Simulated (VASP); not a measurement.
The system is Ga3S.

```
Ga S
1.0
     4.16204    0.00000    0.00000
     0.00000    4.16204    0.00000
     0.00000    0.00000    4.16204
Ga S
3 1
Direct
  0.00000 0.50000 0.50000
  0.50000 0.00000 0.50000
  0.50000 0.50000 0.00000
  0.00000 0.00000 0.00000
```

```yaml
Program: VASP 6.6.1
Task: relaxation of cell and atoms
Functional: PBE
Potentials_or_basis: VASP PAW PBE potentials, release 64 (Ga_d, S)
Cutoff: 600 eV
k_mesh: 4 × 4 × 4
Occupations: gaussian, width 0.1 eV
Spin: no spin polarisation
```

At the start: pressure 6.2 GPa; volume 18.02 Å³/atom.

Q: How do energy, volume and symmetry change on relaxing?

A: Over 3 steps the energy falls by 40.5 meV/atom and the volume is 20.22 Å³/atom (+12.2 %); space group Pm-3m (No. 221, to 0.1 Å) before and after.

The path:
| step | energy change (eV) | largest force (eV/Å) | pressure (GPa) | volume (Å³) |
| --- | --- | --- | --- | --- |
| 1 | 0.0000 | 0.0000 | 6.24 | 72.10 |
| 2 | -0.1591 | 0.0000 | 0.73 | 79.67 |
| 3 | -0.1619 | 0.0000 | 0.02 | 80.89 |

Final structure:
```cif
data_structure
_symmetry_space_group_name_H-M 'P 1'
_symmetry_Int_Tables_number 1
_cell_length_a 4.3248
_cell_length_b 4.3248
_cell_length_c 4.3248
_cell_angle_alpha 90.000
_cell_angle_beta 90.000
_cell_angle_gamma 90.000
_cell_volume 80.89
loop_
_atom_site_label
_atom_site_type_symbol
_atom_site_fract_x
_atom_site_fract_y
_atom_site_fract_z
_atom_site_occupancy
Ga1 Ga 0.00000 0.50000 0.50000 1
Ga2 Ga 0.50000 0.00000 0.50000 1
Ga3 Ga 0.50000 0.50000 0.00000 1
S1 S 0.00000 0.00000 0.00000 1
```

Caveat: the k points lie up to 0.36 Å⁻¹ apart in the final cell, too coarse for converged energies and pressures of a metal.
